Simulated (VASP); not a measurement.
A run of VASP 6.6.1:

Contents of POSCAR:

```
ZnO
1.0
    3.2309097002      0.0000000000      0.0000000000
   -1.6154548501      2.7980498777      0.0000000000
    0.0000000000      0.0000000000      5.2156080707
Zn O
2 2
Direct
    0.3333333333      0.6666666667     -0.0590000000
    0.6666666667      0.3333333333      0.4410000000
    0.3333333333      0.6666666667      0.4410000000
    0.6666666667      0.3333333333      0.9410000000
```

The input INCAR.step1:

```
SYSTEM = ZnO
PREC = Accurate
ENCUT = 520
ISMEAR = 0
SIGMA = 0.01
LREAL = .FALSE.
LASPH = .TRUE.
NELM = 80
NBANDS = 26
GGA = PE
ALGO = Normal
EDIFF = 1E-4
LWAVE = .TRUE.
LCHARG = .FALSE.
```

Contents of INCAR.step2:

```
SYSTEM = ZnO
PREC = Accurate
ENCUT = 520
EDIFF = 1E-6
ISMEAR = 0
SIGMA = 0.01
LREAL = .FALSE.
LASPH = .TRUE.
NELM = 80
ALGO = Normal
ISIF = 2
LWAVE = .FALSE.
LCHARG = .FALSE.
METAGGA = R2SCAN
LMIXTAU = .TRUE.
NBANDS = 26
ISTART = 1
```

KPOINTS

```
Automatic mesh
0
G
  9 9 6
  0 0 0
```

Potentials or basis: VASP PAW PBE potentials, release 64 (Zn, O).

Run with:

```sh
$ cat potpaw_PBE.64/Zn/POTCAR potpaw_PBE.64/O/POTCAR > POTCAR
$ cp INCAR.step1 INCAR
$ mpirun -np 1 vasp_std > vasp.out
$ cp INCAR.step2 INCAR
$ mpirun -np 1 vasp_std > vasp.out
```

Hardware: 1 thread of Intel(R) Xeon(R) 6975P-C (Granite Rapids), on a shared host.

Question: Estimate the wall time of this run.

Answer: It took 94 s on 1 thread of Intel(R) Xeon(R) 6975P-C (Granite Rapids) (shared host), peak memory 0.2 GiB. Counts: k points 48.
